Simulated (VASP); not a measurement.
# P (Imma) in VASP: a series of runs, part 2 of 2

VASP 6.6.1. Earlier steps stand in the parts before.

**5. Single point, PBE+D3(BJ)**

This run uses another cell than the first one, of 15.82 Å³/atom, 1.117 times its volume.

INCAR reads:

```
SYSTEM = P
ALGO = Normal
EDIFF = 1E-6
ENCUT = 520
GGA = PE
ISIF = 2
ISMEAR = -1
IVDW = 12
LASPH = .TRUE.
LCHARG = .FALSE.
LREAL = .FALSE.
LWAVE = .FALSE.
NBANDS = 12
NELM = 100
PREC = Accurate
SIGMA = 0.05
```

KPOINTS reads:

```
k-points
0
G
  11 11 11
  0 0 0
```

POSCAR reads:

```
P
1.0
   -1.6915100431      2.5151650373      1.8589441358
    1.6915100431     -2.5151650373      1.8589441358
    1.6915100431      2.5151650373     -1.8589441358
P
2
Direct
    0.6966908900      0.9466908900      0.7500000000
    0.3033091100      0.0533091100      0.2500000000
```

Potentials or basis: VASP PAW PBE potentials, release 64 (P).

The run is started by

```sh
$ cat potpaw_PBE.64/P/POTCAR > POTCAR
$ mpirun -np 1 vasp_std > vasp.out
```

OUTCAR:

```text
SYSTEM = P
   EDIFF = 1E-6
   ENCUT = 520
   GGA = PE
   ISIF = 2
   ISMEAR = -1
   IVDW = 12
   LASPH = .TRUE.
   LREAL = .FALSE.
   NELM = 100
   PREC = Accurate
 IVDW          = 12

 ion  position               nearest neighbor table
   1  0.697  0.947  0.750-   2 2.24   2 2.24   2 2.55   2 2.55   2 2.82   2 2.82
   2  0.303  0.053  0.250-   1 2.24   1 2.24   1 2.55   1 2.55   1 2.82   1 2.82

  LATTYP: Found a body centered orthorhombic cell.
 ALAT       =     3.3830200862
 B/A-ratio  =     1.0989849829
 C/A-ratio  =     1.4869347348

  Lattice vectors:

 A1 = (   1.6915100431,  -2.5151650373,  -1.8589441358)
 A2 = (  -1.6915100431,  -2.5151650373,   1.8589441358)
 A3 = (  -1.6915100431,   2.5151650373,  -1.8589441358)

Analysis of symmetry for initial positions (statically):
=====================================================================
 Subroutine PRICEL returns:
 Original cell was already a primitive cell.

 Routine SETGRP: Setting up the symmetry group for a
 body centered orthorhombic supercell.

 Subroutine GETGRP returns: Found  8 space group operations
 (whereof  4 operations were pure point group operations)
 out of a pool of  8 trial point group operations.

The static configuration has the point symmetry C_2h.
 The point group associated with its full space group is D_2h.

Analysis of symmetry for dynamics (positions and initial velocities):
=====================================================================
 Subroutine PRICEL returns:
 Original cell was already a primitive cell.

 Routine SETGRP: Setting up the symmetry group for a
 body centered orthorhombic supercell.

 Subroutine GETGRP returns: Found  8 space group operations
 (whereof  4 operations were pure point group operations)
 out of a pool of  8 trial point group operations.

The dynamic configuration has the point symmetry C_2h.
 The point group associated with its full space group is D_2h.

 Subroutine INISYM returns: Found  8 space group operations
 (whereof  4 operations are pure point group operations),
 and found     1 'primitive' translations

----------------------------------------------------------------------------------------

                                     Primitive cell

  volume of cell :      31.6350

  direct lattice vectors                    reciprocal lattice vectors
    -1.691510043  2.515165037  1.858944136     0.000000000  0.198794112  0.268969890
     1.691510043 -2.515165037  1.858944136     0.295593870  0.000000000  0.268969890
     1.691510043  2.515165037 -1.858944136     0.295593870  0.198794112  0.000000000

  length of vectors
     3.555690466  3.555690466  3.555690466     0.334460612  0.399650520  0.356223013

  position of ions in fractional coordinates (direct lattice)
     0.696690890  0.946690890  0.750000000
     0.303309110  0.053309110  0.250000000

  ion indices of the primitive-cell ions
   primitive index   ion index
                 1           1
                 2           2

----------------------------------------------------------------------------------------

 KPOINTS: k-points

Automatic generation of k-mesh.
 Grid dimensions read from file:
 generate k-points for:   11   11   11

[... 43 lines left out ...]
 -0.454545  0.181818 -0.000000      8.000000
 [... further k-points ...]
   k-points           NKPTS =    216   k-points in BZ     NKDIM =    216   number of bands    NBANDS=     12
   number of dos      NEDOS =    301   number of ions     NIONS =      2
   total plane-waves  NPLWV =  21952
   dimension x,y,z NGX =    28 NGY =   28 NGZ =   28
   dimension x,y,z NGXF=    56 NGYF=   56 NGZF=   56
   ions per type =               2
   NGX,Y,Z   is equivalent  to a cutoff of  13.09, 13.09, 13.09 a.u.
   NGXF,Y,Z  is equivalent  to a cutoff of  26.18, 26.18, 26.18 a.u.
 SYSTEM =  P
   PREC   = accura    normal or accurate (medium, high low for compatibility)
   ISTART =      0    job   : 0-new  1-cont  2-samecut
   ICHARG =      2    charge: 1-file 2-atom 10-const
   ISPIN  =      1    spin polarized calculation?
   LNONCOLLINEAR =      F non collinear calculations
   LSORBIT =      F    spin-orbit coupling
   LASPH  =      T    aspherical Exc in radial PAW
   ENCUT  =  520.0 eV  38.22 Ry    6.18 a.u.   6.61  6.61  6.61*2*pi/ulx,y,z
   NELM   =    100;   NELMIN=  2; NELMDL= -5     # of ELM steps
   EDIFF  = 0.1E-05   stopping-criterion for ELM
   LREAL  =      F    real-space projection
   EDIFFG = 0.1E-04   stopping-criterion for IOM
   NSW    =      0    number of steps for IOM
   IBRION =     -1    ionic relax: 0-MD 1-quasi-New 2-CG
   NFREE  =      0    steps in history (QN), initial steepest desc. (CG)
   ISIF   =      2    stress and relaxation
   ISYM   =      2    0-nonsym 1-usesym 2-fastsym
   POTIM  = 0.5000    time-step for ionic-motion
   TEBEG  =    0.0;   TEEND  =   0.0 temperature during run
   PSTRESS=    0.0 pullay stress
   NELECT =      10.0000    total number of electrons
   NUPDOWN=      -1.0000    fix difference up-down
   EMIN   =  10.00;   EMAX   =-10.00  energy-range for DOS
   EFERMI =   0.00;   METHOD = LEGACY
   ISMEAR =    -1;   SIGMA  =   0.05  broadening in eV -4-tet -1-fermi 0-gaus
   EFERMI_NEDOS =   21; number of points for ismear=-14 and -15
   IALGO  =     38    algorithm
   IMIX   =      4    mixing-type and parameters
     AMIX     =   0.40;   BMIX     =  1.00
     AMIX_MAG =   1.60;   BMIX_MAG =  1.00
  volume/ion in A,a.u.               =      15.82       106.74
  Fermi-wavevector in a.u.,A,eV,Ry     =   1.115199  2.107421 16.921141  1.243669
  Thomas-Fermi vector in A             =   2.251801
   LORBIT       =      0    0 simple, 1 ext, 2 COOP (PROOUT), +10 PAW based schemes
   GGA     = PE    functional components
   LHFCALC =     F    Hartree Fock is set to
   AEXX    =    0.0000 exact exchange contribution
   IVDW    =    12    specifies the selected vdW correction
   LEPSILON=     F    determine dielectric tensor
   LRPA    =     F    only Hartree local field effects (RPA)
 non-spin polarized calculation
  energy-cutoff  :      520.00
  volume of cell :       31.63
 maximum number of plane-waves:       867
   NGX = 13   NGY = 13   NGZ = 13

 number of electron      10.0000000 magnetization

 number of electron       9.9999999 magnetization

 Free energy of the ion-electron system (eV)
  ---------------------------------------------------
  ext. energy  EPLUGINS =         0.00000000
  ---------------------------------------------------
  free energy    TOTEN  =       -10.62898782 eV

  energy without entropy =      -10.62789150  energy(sigma->0) =      -10.62843966

 E-fermi :   9.0701     XC(G=0): -10.8518

 val. band max:        9.0372591879   @ k =  -0.4545   0.4545   0.0000
 cond. band min:       9.1272856834   @ k =   0.4545   0.2727   0.0909
 fundamental gap:      0.0900264955
 Fermi energy:         9.0700647105

 k-point     1 :       0.0000    0.0000    0.0000
  band No.  band energies     occupation
      1      -7.4206      2.00000
      2       5.8778      2.00000
      3       5.9247      2.00000
      4       6.1327      2.00000
      5       6.7950      2.00000
      6      10.4436      0.00000
      7      11.3787      0.00000
      8      13.1513      0.00000
      9      14.1640      0.00000
     10      15.4568      0.00000
     11      15.8348      0.00000
     12      16.0187      0.00000
[... 331 lines left out ...]
 k-point    24 :      -0.4545    0.1818   -0.0000
  band No.  band energies     occupation
      1      -5.4284      2.00000
      2      -0.2735      2.00000
      3       3.2226      2.00000
      4       6.4367      2.00000
      5       7.7619      2.00000
      6       9.6568      0.00002
      7      11.0391      0.00000
      8      13.3175      0.00000
      9      15.2129      0.00000
     10      16.5371      0.00000
     11      19.4007      0.00000
     12      20.6740      0.00000

 [... further k-points ...]

------------------------ aborting loop because EDIFF is reached ----------------------------------------

 Edisp (eV)   -0.89356

 E8    (eV) :    -0.3387

  FORCE on cell =-STRESS in cart. coord.  units (eV):
  Direction    XX          YY          ZZ          XY          YZ          ZX
  --------------------------------------------------------------------------------------
  -------------------------------------------------------------------------------------
  Total      -0.26506    -0.60262    -0.42596     0.00000     0.00000     0.00000
  in kB     -13.42434   -30.52003   -21.57315     0.00000     0.00000     0.00000
  external pressure =      -21.84 kB  Pullay stress =        0.00 kB

 VOLUME and BASIS-vectors are now :
 -----------------------------------------------------------------------------
  energy-cutoff  :      520.00
  volume of cell :       31.63
      direct lattice vectors                 reciprocal lattice vectors
    -1.691510043  2.515165037  1.858944136     0.000000000  0.198794112  0.268969890
     1.691510043 -2.515165037  1.858944136     0.295593870  0.000000000  0.268969890
     1.691510043  2.515165037 -1.858944136     0.295593870  0.198794112  0.000000000

 POSITION                                       TOTAL-FORCE (eV/Angst)
 -----------------------------------------------------------------------------------
      1.69151      1.25758      1.66075        -0.000000      0.000000      0.320537
      0.00000      1.25758      0.19820         0.000000     -0.000000     -0.320537
 -----------------------------------------------------------------------------------
    total drift:                               -0.000000     -0.000000     -0.000000

  FREE ENERGIE OF THE ION-ELECTRON SYSTEM (eV)
  ---------------------------------------------------
  free  energy   TOTEN  =       -11.5225496415 eV

  energy  without entropy=      -11.5214533266  energy(sigma->0) =      -11.52200148
```

Run time: 29 s. Hardware: 1 thread of Intel Xeon 6975P-C (Granite Rapids), shared host; peak memory 0.2 GiB.

Results:

- Free energy: -11.5225 eV
- Pressure: -2.2 GPa
- Largest force: 0.321 eV/Å
- Band gap on the k mesh: zero (band 5 reaches 9.39 eV, above the bottom of band 6 at 8.85 eV)
- Dispersion energy per atom: -0.447 eV

Forces in eV/Å, atoms in the order of the input:
```
P    0.000  0.000  0.321
P    0.000  0.000 -0.321
```

Stress tensor (GPa, compression positive):
```
-1.34  0.00  0.00
 0.00 -3.05  0.00
 0.00  0.00 -2.16
```

Levels at points of the mesh, in eV from the Fermi level:
```
           k point  band 3  band 4  band 5  band 6  band 7  band 8
(0.00, 0.00, 0.00)   -3.15   -2.94   -2.28    1.37    2.31    4.08
```

Caveat: three body term missing; pairwise dispersion overbinds metals, which lowers pressure and volume.

**6. Summary**

```csv
level,cell,gap on the mesh (eV),pressure (GPa),largest force (eV/Å)
PBE+D3(BJ),"a = 3.424 Å, angles 120.3, 89.8, 119.9°, 2 atoms",none,-0.3,0.02
PBE+D4,"a = 3.428 Å, angles 120.3, 89.8, 119.9°, 2 atoms",none,-0.3,0.03
PBE+D3(BJ),"a = 3.479 Å, angles 121.5, 89.9, 118.6°, 2 atoms",none,-1.0,0.05
PBE+D3(BJ),"a = 3.556 Å, angles 123.2, 90.0, 117.0°, 2 atoms",none,-2.2,0.32
```

Alike in all rows: task single point; potentials or basis VASP PAW PBE potentials, release 64 (P); no spin polarisation; k mesh 11 × 11 × 11; cutoff (eV) 520; smearing fermi-dirac 0.05 eV.

Caveats: pairwise dispersion overbinds metals, which lowers pressure and volume; three body term missing (some runs).

Total energies depend on the potentials used, so only differences within one code and one set of settings carry meaning.
